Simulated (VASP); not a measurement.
A run of VASP 6.6.1 is set up as follows.

File INCAR:

```
PREC     = Accurate       # precision mode
ENCUT    = 600            # plane-wave cutoff, eV
EDIFF    = 1E-6           # SCF threshold, eV
ISMEAR   = 0              # smearing method
SIGMA    = 0.2            # smearing width, eV
LREAL    = False          # projectors in reciprocal space
LASPH    = True           # aspherical terms in the spheres
NELM     = 120            # most SCF steps
ALGO     = Normal         # electronic algorithm
ISIF     = 2              # what is computed and relaxed
LWAVE    = False          # write WAVECAR
LCHARG   = True           # write CHGCAR
GGA      = PE             # functional
LELF     = True           # ELF
LVHAR    = True         
NBANDS   = 20             # bands
GGA_COMPAT= False
```

KPOINTS

```
regular mesh
0
Gamma
  3 3 3
```

POSCAR

```
Mg7Te
1.0
    6.4252708340     -0.0000000028      0.0000000000
   -3.2126354146      5.5644477699      0.0000000000
    0.0000000000      0.0000000000      5.2491205276
Mg Te
7 1
Direct
    0.9970553458      0.4985276729      0.5000000000
    0.5014723271      0.4985276729      0.5000000000
    0.5014723271      0.0029446542      0.5000000000
    0.1706072476      0.3412144952      0.0000000000
    0.1706072476      0.8293927524      0.0000000000
    0.6587855048      0.8293927524      0.0000000000
    0.6666666667      0.3333333333      0.0000000000
    0.0000000000      0.0000000000      0.5000000000
```

Potentials or basis: VASP PAW PBE potentials, release 64 (Mg, Te).

The run is started by

```bash
$ cat potpaw_PBE.64/Mg/POTCAR potpaw_PBE.64/Te/POTCAR > POTCAR
$ mpirun -np 1 vasp_std > vasp.out
```

(1) What does it give for the band gap on the k mesh?

(2) What does it give for the pressure?

(3) Estimate the largest force.

## Answers

(1) zero (bands 10 and 11 overlap by 0.71 eV).

(2) -0.3 GPa.

(3) 0.078 eV/Å.

Caveat: the k points lie up to 0.40 Å⁻¹ apart, too coarse for converged energies and pressures of a metal; semilocal functionals underestimate gaps, so a narrow gap can read as zero; spin-orbit coupling is left out, which moves the levels of the heavy elements.
